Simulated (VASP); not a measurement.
Input of a VASP 6.6.1 run:

Contents of INCAR:

```
SYSTEM = Si
PREC = Accurate ; ENCUT = 520
EDIFF = 1E-6 ; ISMEAR = 0
SIGMA = 0.15 ; LREAL = .False.
LASPH = .True. ; NELM = 60
ALGO = Normal ; ISIF = 2
LWAVE = .False. ; LCHARG = .False.
GGA = CA ; NBANDS = 11
```

The input KPOINTS:

```
regular mesh
0
Gamma
  24 24 14
  0 0 0
```

Contents of POSCAR:

```
Si
1.0
    2.6510666862      0.0000000000      0.0000000000
   -1.3255333431      2.2958910974      0.0000000000
    0.0000000000      0.0000000000      4.5417424135
Si
2
Direct
    0.4191478476      0.6666666667      0.2500000000
    0.5808521524      0.3333333333      0.7500000000
```

Potentials or basis: VASP PAW LDA potentials, release 64 (Si).

Run with:

```console
$ cat potpaw_LDA.64/Si/POTCAR > POTCAR
$ mpirun -np 1 vasp_std > vasp.out
```

Question: What does it give for the band gap on the k mesh?

Answer: Zero (bands 4 and 5 overlap by 12.38 eV).

Question: Predict the largest force.

Answer: 0.249 eV/Å.

Forces on the atoms (eV/Å):
```
Si   0.199 -0.150  0.000
Si  -0.199  0.150  0.000
```

Caveat: the cell differs from its parent crystal (atoms displaced along a vibrational mode).
